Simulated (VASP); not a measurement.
Write the native input for VASP 6.6.1 that does the following.

| Property | Result |
| --- | --- |
| Task | relaxation of cell and atoms |
| Functional | BLYP |
| Potentials or basis | VASP PAW PBE potentials, release 64 (Li_sv) |
| Cutoff | 600 eV |
| k mesh | 10 × 10 × 10 |
| Occupations | fermi-dirac, width 0.05 eV |
| Spin | no spin polarisation |
| Dipole correction | no |
| Further INCAR settings | ALGO = Fast; EDIFF = 1e-06; IBRION = 2; EDIFFG = -0.01; NSW = 60; ISIF = 3 |

The structure of Li lies in POSCAR:

```
Li
1.0
    0.0000000000      2.2020000000      2.2020000000
    2.2020000000      0.0000000000      2.2020000000
    2.2020000000      2.2020000000      0.0000000000
Li
1
Direct
    0.0000000000      0.0000000000      0.0000000000
```

This isn't the form of Li at room conditions, which is bcc.

One way to write it, as run:

INCAR

```
  AGGAC = 1.0
  AGGAX = 1.0
  ALDAC = 0.0
  ALDAX = 1.0
  ALGO = Fast
  EDIFF = 1E-6
  EDIFFG = -0.01
  ENCUT = 600
  GGA = B5
  IBRION = 2
  ISIF = 3
  ISMEAR = -1
  LASPH = T
  LCHARG = F
  LREAL = F
  LWAVE = F
  NELM = 80
  NSW = 60
  PREC = Accurate
  SIGMA = 0.05
```

KPOINTS

```
k-points
0
Gamma
  10 10 10
```

Potentials or basis: VASP PAW PBE potentials, release 64 (Li_sv).

Run with:

```sh
$ cat potpaw_PBE.64/Li_sv/POTCAR > POTCAR
$ mpirun -np 1 vasp_std > vasp.out
```

It gave:

| Quantity | Value |
| --- | --- |
| Relaxed volume | 19.95 Å³/atom |
| Relaxed cell | a = 3.044 Å, b = 3.044 Å, c = 3.044 Å, α = 60.00°, β = 60.00°, γ = 60.00° |
| Space group after relaxing (to 0.1 Å) | Fm-3m (No. 225) |
| Energy gained by relaxing | 4.2 meV/atom |
| Ionic steps | 3 |
| Pressure after relaxing | -0.1 GPa |
| Band gap on the k mesh | zero (an odd number of electrons rules out a gap without spin polarisation) |

Caveat: the cutoff is under 1.25 times the usual one of these potentials, so pressure, stress and relaxed cells hold a basis-set (Pulay) error; the PAW data sets were made with another functional, which shifts forces and pressure a little.

Wall time 38 s on 1 thread of Intel Xeon 8259CL, on a shared host, peak memory 0.15 GiB.
